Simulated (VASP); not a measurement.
Set up this calculation in VASP 6.6.1, as the native input.

```yaml
Task: single point
Functional: PBE
Dispersion: D3(BJ)
Potentials_or_basis: VASP PAW PBE potentials, release 64 (Sn_d, O)
Cutoff: 520 eV
k_mesh: 7 × 7 × 1
Occupations: gaussian, width 0.05 eV
Spin: no spin polarisation
Dipole_correction: yes
Further_INCAR_settings: ALGO = Normal; EDIFF = 1e-06; NBANDS = 50
```

The structure of SnO lies in POSCAR:

```
SnO
1.0
    3.8201527579      0.0002954580      0.0000000000
   -0.0003145460      3.8201527564      0.0000000000
    0.0000000000      0.0000000000     22.2260749779
Sn O
4 4
Direct
    0.9999453016      0.9999453016      0.2024648978
    0.4999453016      0.4999453016      0.3087831520
    0.7499453016      0.9999453016      0.4977503900
    0.2499453016      0.4999453016      0.6040686442
    0.9999461181      0.4999461181      0.2556240249
    0.4999461181      0.9999461181      0.2556240249
    0.7499461181      0.4999461181      0.5509095171
    0.2499461181      0.9999461181      0.5509095171
```

The input as run:

INCAR

```
PREC = Accurate ; ENCUT = 520
EDIFF = 1E-6 ; ISMEAR = 0
SIGMA = 0.05 ; LREAL = False
LASPH = True ; NELM = 100
ALGO = Normal ; ISIF = 2
LWAVE = False ; LCHARG = True
LDIPOL = True ; IDIPOL = 3
DIPOL = 0.5 0.5 0.403 ; GGA = PE
IVDW = 12 ; LELF = True
LVHAR = True ; LVACPOTAV = True
NBANDS = 50
```

KPOINTS

```
Automatic mesh
0
Gamma
  7 7 1
```

Potentials or basis: VASP PAW PBE potentials, release 64 (Sn_d, O).

Launch:

```console
$ cat potpaw_PBE.64/Sn_d/POTCAR potpaw_PBE.64/O/POTCAR > POTCAR
$ mpirun -np 1 vasp_std > vasp.out
```

Results of the run:

The largest force is 0.166 eV/Å, the band gap on the k mesh is 2.56 eV, indirect (least direct gap 2.58 eV) and the dispersion energy per atom is -0.155 eV.

Caveat: spin-orbit coupling is left out, which moves the levels of the heavy elements.

It took 4.3 min on 1 thread of Intel(R) Xeon(R) 6975P-C (Granite Rapids), on a shared host, peak memory 0.44 GiB.
